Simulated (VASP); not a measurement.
Wanted: the native input for a VASP 6.6.1 run.

```
Task                   : single point
Functional             : PBE
Potentials or basis    : VASP PAW PBE potentials, release 64 (Ga_d, Sn_d, O)
Cutoff                 : 520 eV
k mesh                 : 6 × 6 × 2
Occupations            : gaussian, width 0.1 eV
Spin                   : no spin polarisation
Dipole correction      : no
Further INCAR settings : ALGO = Normal; EDIFF = 1e-07; NBANDS = 38
```

The structure of Ga2SnO3 lies in POSCAR:

```
Ga2SnO3
1.0
    3.1751069600      0.0000000000      0.0000000000
    0.0000000000      3.1751069600      0.0000000000
    0.0000000000      0.0000000000     11.0838796600
Ga Sn O
2 1 3
Direct
    0.0000000000      0.0000000000      0.0241090300
    0.5000000000      0.5000000000      0.4912769800
    0.5000000000      0.5000000000      0.1515834800
    0.0000000000      0.0000000000      0.6514509300
    0.0000000000      0.0000000000      0.3293667700
    0.5000000000      0.5000000000      0.8522117700
```

The cell was built from a structure type or drawn by symmetry, and may not be a known phase.

These files were run (other wordings do the same):

INCAR

```
PREC = Accurate
ENCUT = 520
EDIFF = 1E-7
ISMEAR = 0
SIGMA = 0.1
LREAL = False
LASPH = True
NELM = 80
ALGO = Normal
ISIF = 2
LWAVE = False
LCHARG = False
GGA = PE
NBANDS = 38
```

KPOINTS

```
regular mesh
0
Gamma
  6 6 2
```

Potentials or basis: VASP PAW PBE potentials, release 64 (Ga_d, Sn_d, O).

Run with:

```console
$ cat potpaw_PBE.64/Ga_d/POTCAR potpaw_PBE.64/Sn_d/POTCAR potpaw_PBE.64/O/POTCAR > POTCAR
$ mpirun -np 1 vasp_std > vasp.out
```

It gave:

```
Pressure               : -6.7 GPa
Largest force          : 4.752 eV/Å
Band gap on the k mesh : zero (bands 29 and 30 overlap by 0.98 eV)
```

Caveat: the cell stands under tension; spin-orbit coupling is left out, which moves the levels of the heavy elements; forces of over 1 eV/Å act on the atoms, so gaps and moduli don't describe the material at rest.

It took 50 s on 1 thread of Intel(R) Xeon(R) 6975P-C (Granite Rapids), with other jobs on the host, peak memory 0.25 GiB.
